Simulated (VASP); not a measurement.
# SrO (Fm-3m) in VASP: a series of runs

Runs on SrO. Level: PBE. Tasks: single point.

All numbers are computed with VASP 6.6.1; they aren't measurements. Logs are shortened: lines on timing, memory, paths and dates and some standing lists are left out, and cuts for length are marked.

## 1. The cell of the first run

Symmetry: Fm-3m, No. 225, cubic system. The conventional cell has a = 5.133 Å, b = 5.133 Å, c = 5.133 Å, α = 90.00°, β = 90.00°, γ = 90.00°. Sr (site symmetry m-3m) has 6 O at 2.57 Å within 3.4 Å. Within 3.4 Å of O (site symmetry m-3m) lie 6 Sr at 2.57 Å.

## 2. Single point, PBE

INCAR reads:

```
ALGO = Normal
EDIFF = 1E-6
ENCUT = 520
GGA = PE
ISIF = 2
ISMEAR = -1
LASPH = True
LCHARG = False
LREAL = False
LWAVE = False
NBANDS = 15
NELM = 60
PREC = Accurate
SIGMA = 0.04
```

KPOINTS reads:

```
k-points
0
Gamma
  4 4 4
```

POSCAR reads:

```
SrO
1.0
    0.0000000000      2.5663000000      2.5663000000
    2.5663000000      0.0000000000      2.5663000000
    2.5663000000      2.5663000000      0.0000000000
Sr O
1 1
Direct
    0.5000000000      0.5000000000      0.5000000000
    0.0000000000      0.0000000000      0.0000000000
```

Potentials or basis: VASP PAW PBE potentials, release 64 (Sr_sv, O).

Started as:

```console
$ cat potpaw_PBE.64/Sr_sv/POTCAR potpaw_PBE.64/O/POTCAR > POTCAR
$ mpirun -np 1 vasp_std > vasp.out
```

OUTCAR:

```text
EDIFF = 1E-6
   ENCUT = 520
   GGA = PE
   ISIF = 2
   ISMEAR = -1
   LASPH = True
   LREAL = False
   NELM = 60
   PREC = Accurate

 ion  position               nearest neighbor table
   1  0.500  0.500  0.500-   2 2.57   2 2.57   2 2.57   2 2.57   2 2.57   2 2.57
   2  0.000  0.000  0.000-   1 2.57   1 2.57   1 2.57   1 2.57   1 2.57   1 2.57

  LATTYP: Found a face centered cubic cell.
 ALAT       =     5.1326000000

  Lattice vectors:

 A1 = (   0.0000000000,   2.5663000000,   2.5663000000)
 A2 = (   2.5663000000,   0.0000000000,   2.5663000000)
 A3 = (   2.5663000000,   2.5663000000,   0.0000000000)

Analysis of symmetry for initial positions (statically):
=====================================================================
 Subroutine PRICEL returns:
 Original cell was already a primitive cell.

 Routine SETGRP: Setting up the symmetry group for a
 face centered cubic supercell.

 Subroutine GETGRP returns: Found 48 space group operations
 (whereof 48 operations were pure point group operations)
 out of a pool of 48 trial point group operations.

The static configuration has the point symmetry O_h .

Analysis of symmetry for dynamics (positions and initial velocities):
=====================================================================
 Subroutine PRICEL returns:
 Original cell was already a primitive cell.

 Routine SETGRP: Setting up the symmetry group for a
 face centered cubic supercell.

 Subroutine GETGRP returns: Found 48 space group operations
 (whereof 48 operations were pure point group operations)
 out of a pool of 48 trial point group operations.

The dynamic configuration has the point symmetry O_h .

 Subroutine INISYM returns: Found 48 space group operations
 (whereof 48 operations are pure point group operations),
 and found     1 'primitive' translations

----------------------------------------------------------------------------------------

                                     Primitive cell

  volume of cell :      33.8028

  direct lattice vectors                    reciprocal lattice vectors
     0.000000000  2.566300000  2.566300000    -0.194833028  0.194833028  0.194833028
     2.566300000  0.000000000  2.566300000     0.194833028 -0.194833028  0.194833028
     2.566300000  2.566300000  0.000000000     0.194833028  0.194833028 -0.194833028

  length of vectors
     3.629296265  3.629296265  3.629296265     0.337460704  0.337460704  0.337460704

  position of ions in fractional coordinates (direct lattice)
     0.500000000  0.500000000  0.500000000
     0.000000000  0.000000000  0.000000000

  ion indices of the primitive-cell ions
   primitive index   ion index
                 1           1
                 2           2

----------------------------------------------------------------------------------------

 KPOINTS: k-points

Automatic generation of k-mesh.
 Grid dimensions read from file:
 generate k-points for:    4    4    4

 Generating k-lattice:

  Cartesian coordinates                     Fractional coordinates (reciprocal lattice)
    -0.048708257  0.048708257  0.048708257     0.250000000  0.000000000  0.000000000
     0.048708257 -0.048708257  0.048708257     0.000000000  0.250000000  0.000000000
     0.048708257  0.048708257 -0.048708257     0.000000000  0.000000000  0.250000000

  Length of vectors
     0.084365176  0.084365176  0.084365176

  Shift w.r.t. Gamma in fractional coordinates (k-lattice)
     0.000000000  0.000000000  0.000000000

 Subroutine IBZKPT returns following result:
 ===========================================

 Found      8 irreducible k-points:

 Following reciprocal coordinates:
            Coordinates               Weight
  0.000000  0.000000  0.000000      1.000000
  0.250000  0.000000  0.000000      8.000000
  0.500000  0.000000  0.000000      4.000000
  0.250000  0.250000  0.000000      6.000000
  0.500000  0.250000  0.000000     24.000000
 -0.250000  0.250000  0.000000     12.000000
  0.500000  0.500000  0.000000      3.000000
 -0.250000  0.500000  0.250000      6.000000
   k-points           NKPTS =      8   k-points in BZ     NKDIM =      8   number of bands    NBANDS=     15
   number of dos      NEDOS =    301   number of ions     NIONS =      2
   total plane-waves  NPLWV =  21952
   dimension x,y,z NGX =    28 NGY =   28 NGZ =   28
   dimension x,y,z NGXF=    56 NGYF=   56 NGZF=   56
   ions per type =               1   1
   NGX,Y,Z   is equivalent  to a cutoff of  12.83, 12.83, 12.83 a.u.
   NGXF,Y,Z  is equivalent  to a cutoff of  25.65, 25.65, 25.65 a.u.
 SYSTEM =  unknown system
   PREC   = accura    normal or accurate (medium, high low for compatibility)
   ISTART =      0    job   : 0-new  1-cont  2-samecut
   ICHARG =      2    charge: 1-file 2-atom 10-const
   ISPIN  =      1    spin polarized calculation?
   LNONCOLLINEAR =      F non collinear calculations
   LSORBIT =      F    spin-orbit coupling
   LASPH  =      T    aspherical Exc in radial PAW
   ENCUT  =  520.0 eV  38.22 Ry    6.18 a.u.   6.75  6.75  6.75*2*pi/ulx,y,z
   NELM   =     60;   NELMIN=  2; NELMDL= -5     # of ELM steps
   EDIFF  = 0.1E-05   stopping-criterion for ELM
   LREAL  =      F    real-space projection
   EDIFFG = 0.1E-04   stopping-criterion for IOM
   NSW    =      0    number of steps for IOM
   IBRION =     -1    ionic relax: 0-MD 1-quasi-New 2-CG
   NFREE  =      0    steps in history (QN), initial steepest desc. (CG)
   ISIF   =      2    stress and relaxation
   ISYM   =      2    0-nonsym 1-usesym 2-fastsym
   POTIM  = 0.5000    time-step for ionic-motion
   TEBEG  =    0.0;   TEEND  =   0.0 temperature during run
   PSTRESS=    0.0 pullay stress
   NELECT =      16.0000    total number of electrons
   NUPDOWN=      -1.0000    fix difference up-down
   EMIN   =  10.00;   EMAX   =-10.00  energy-range for DOS
   EFERMI =   0.00;   METHOD = LEGACY
   ISMEAR =    -1;   SIGMA  =   0.04  broadening in eV -4-tet -1-fermi 0-gaus
   EFERMI_NEDOS =   21; number of points for ismear=-14 and -15
   IALGO  =     38    algorithm
   IMIX   =      4    mixing-type and parameters
     AMIX     =   0.40;   BMIX     =  1.00
     AMIX_MAG =   1.60;   BMIX_MAG =  1.00
  volume/ion in A,a.u.               =      16.90       114.06
  Fermi-wavevector in a.u.,A,eV,Ry     =   1.275843  2.410995 22.147245  1.627777
  Thomas-Fermi vector in A             =   2.408533
   LORBIT       =      0    0 simple, 1 ext, 2 COOP (PROOUT), +10 PAW based schemes
   GGA     = PE    functional components
   LHFCALC =     F    Hartree Fock is set to
   AEXX    =    0.0000 exact exchange contribution
   IVDW    =     0    specifies the selected vdW correction
   LEPSILON=     F    determine dielectric tensor
   LRPA    =     F    only Hartree local field effects (RPA)
 non-spin polarized calculation
  energy-cutoff  :      520.00
  volume of cell :       33.80
 maximum number of plane-waves:       941
 NGX is ok and might be reduce to    28
   NGX = 13   NGY = 13   NGZ = 13

 number of electron      15.9999996 magnetization

 Free energy of the ion-electron system (eV)
  ---------------------------------------------------
  ext. energy  EPLUGINS =         0.00000000
  ---------------------------------------------------
  free energy    TOTEN  =       -12.03339240 eV

  energy without entropy =      -12.03339240  energy(sigma->0) =      -12.03339240

 E-fermi :   2.6619     XC(G=0): -10.0511

 val. band max:        1.6962347429   @ k =   0.0000   0.0000   0.0000
 cond. band min:       4.9517731732   @ k =   0.5000   0.5000   0.0000
 fundamental gap:      3.2555384303
 Fermi energy:         2.6618890804

 k-point     1 :       0.0000    0.0000    0.0000
  band No.  band energies     occupation
      1     -30.6817      2.00000
      2     -13.4011      2.00000
      3     -12.3137      2.00000
      4     -12.3137      2.00000
      5     -12.3137      2.00000
      6       1.6962      2.00000
      7       1.6962      2.00000
      8       1.6962      2.00000
      9       5.7145      0.00000
     10       7.9122      0.00000
     11       7.9122      0.00000
     12       7.9122      0.00000
     13      10.0916      0.00000
     14      10.0916      0.00000
     15      14.4307      0.00000

 k-point     2 :       0.2500    0.0000    0.0000
  band No.  band energies     occupation
      1     -30.6115      2.00000
      2     -14.3479      2.00000
      3     -12.3555      2.00000
      4     -12.3555      2.00000
      5     -11.5373      2.00000
      6       0.4127      2.00000
      7       1.0668      2.00000
      8       1.0668      2.00000
      9       7.6977      0.00000
     10       7.9621      0.00000
     11       9.0546      0.00000
     12       9.0546      0.00000
     13      11.5303      0.00000
     14      11.5303      0.00000
     15      17.4296      0.00000

 k-point     3 :       0.5000    0.0000    0.0000
  band No.  band energies     occupation
      1     -30.5399      2.00000
      2     -14.9371      2.00000
      3     -12.3962      2.00000
      4     -12.3962      2.00000
      5     -11.1195      2.00000
      6      -0.4865      2.00000
      7       0.5471      2.00000
      8       0.5471      2.00000
      9       8.2690      0.00000
     10      10.1926      0.00000
     11      10.5686      0.00000
     12      10.5686      0.00000
     13      13.6575      0.00000
     14      13.6575      0.00000
     15      16.5604      0.00000
[... 55 lines left out ...]
 k-point     7 :       0.5000    0.5000    0.0000
  band No.  band energies     occupation
      1     -30.4990      2.00000
      2     -13.3777      2.00000
      3     -13.2875      2.00000
      4     -12.6857      2.00000
      5     -12.6857      2.00000
      6       1.2716      2.00000
      7       1.6115      2.00000
      8       1.6115      2.00000
      9       4.9518      0.00000
     10       9.5362      0.00000
     11      11.8993      0.00000
     12      12.1252      0.00000
     13      12.8251      0.00000
     14      12.8251      0.00000
     15      15.4551      0.00000

 k-point     8 :      -0.2500    0.5000    0.2500
  band No.  band energies     occupation
      1     -30.4972      2.00000
      2     -14.0823      2.00000
      3     -12.9962      2.00000
      4     -12.9962      2.00000
      5     -11.7308      2.00000
      6       0.5613      2.00000
      7       1.2615      2.00000
      8       1.2615      2.00000
      9       7.7280      0.00000
     10       7.7280      0.00000
     11      10.3519      0.00000
     12      12.8413      0.00000
     13      13.0775      0.00000
     14      14.5497      0.00000
     15      16.4287      0.00000

------------------------ aborting loop because EDIFF is reached ----------------------------------------

  FORCE on cell =-STRESS in cart. coord.  units (eV):
  Direction    XX          YY          ZZ          XY          YZ          ZX
  --------------------------------------------------------------------------------------
  -------------------------------------------------------------------------------------
  Total        0.8335671      0.8335671      0.8335671     -0.0000000      0.0000000     -0.0000000
  in kB       39.5092600     39.5092600     39.5092600     -0.0000000      0.0000000     -0.0000000
  external PRESSURE =      39.5092600 kB  Pullay stress =       0.0000000 kB

 VOLUME and BASIS-vectors are now :
 -----------------------------------------------------------------------------
  energy-cutoff  :      520.00
  volume of cell :       33.80
      direct lattice vectors                 reciprocal lattice vectors
     0.000000000  2.566300000  2.566300000    -0.194833028  0.194833028  0.194833028
     2.566300000  0.000000000  2.566300000     0.194833028 -0.194833028  0.194833028
     2.566300000  2.566300000  0.000000000     0.194833028  0.194833028 -0.194833028

 POSITION                                       TOTAL-FORCE (eV/Angst)
 -----------------------------------------------------------------------------------
      2.56630      2.56630      2.56630         0.000000      0.000000     -0.000000
      0.00000      0.00000      0.00000        -0.000000     -0.000000      0.000000
 -----------------------------------------------------------------------------------
    total drift:                                0.000000      0.000000      0.000000

  FREE ENERGIE OF THE ION-ELECTRON SYSTEM (eV)
  ---------------------------------------------------
  free  energy   TOTEN  =       -12.0333923951 eV

  energy  without entropy=      -12.0333923951  energy(sigma->0) =      -12.03339240
```

It used 5.5 s of CPU time on 1 thread of AMD EPYC 9R14 (Zen 4), with other jobs on the host.

Results:

```yaml
Free_energy: -12.0334 eV
Pressure: 4.0 GPa
Band_gap_on_the_k_mesh: 3.26 eV (least direct gap 3.34 eV)
```

Caveat: the k points lie up to 0.53 Å⁻¹ apart.

## 3. Single point, PBE

This run uses another cell than the first one, of 14.10 Å³/atom.

INCAR reads:

```
SYSTEM = SrO
PREC = Accurate ; ENCUT = 520
EDIFF = 1E-6 ; ISMEAR = -1
SIGMA = 0.05 ; LREAL = .FALSE.
LASPH = .TRUE. ; NELM = 80
ALGO = Normal ; ISIF = 2
LWAVE = .FALSE. ; LCHARG = .FALSE.
GGA = PE ; NBANDS = 15
```

KPOINTS reads:

```
Automatic mesh
0
G
  9 9 9
  0 0 0
```

POSCAR reads:

```
SrO
1.0
    0.0000000000      2.4157787392      2.4157787392
    2.4157787392      0.0000000000      2.4157787392
    2.4157787392      2.4157787392      0.0000000000
Sr O
1 1
Direct
    0.5000000000      0.5000000000      0.5000000000
    0.0000000000      0.0000000000      0.0000000000
```

Potentials or basis: VASP PAW PBE potentials, release 64 (Sr_sv, O).

Started as:

```console
$ cat potpaw_PBE.64/Sr_sv/POTCAR potpaw_PBE.64/O/POTCAR > POTCAR
$ mpirun -np 1 vasp_std > vasp.out
```

It took 22 s on 1 thread of AMD EPYC 9R14 (Zen 4), shared host; peak memory 0.13 GiB.

Results (log left out):

```
Free energy            : -11.4871 eV
Pressure               : 31.4 GPa
Band gap on the k mesh : 3.05 eV
```

Levels at points of the mesh, in eV from the valence-band top:
```
           k point  band 6  band 7  band 8  band 9  band 10  band 11
(0.00, 0.00, 0.00)   -0.08   -0.08   -0.08    5.41     6.49     6.49
```

Caveat: the cell stands under pressure; an odd mesh through Γ misses points on the zone boundary, where band edges can lie.

[end of part 1 of 2]
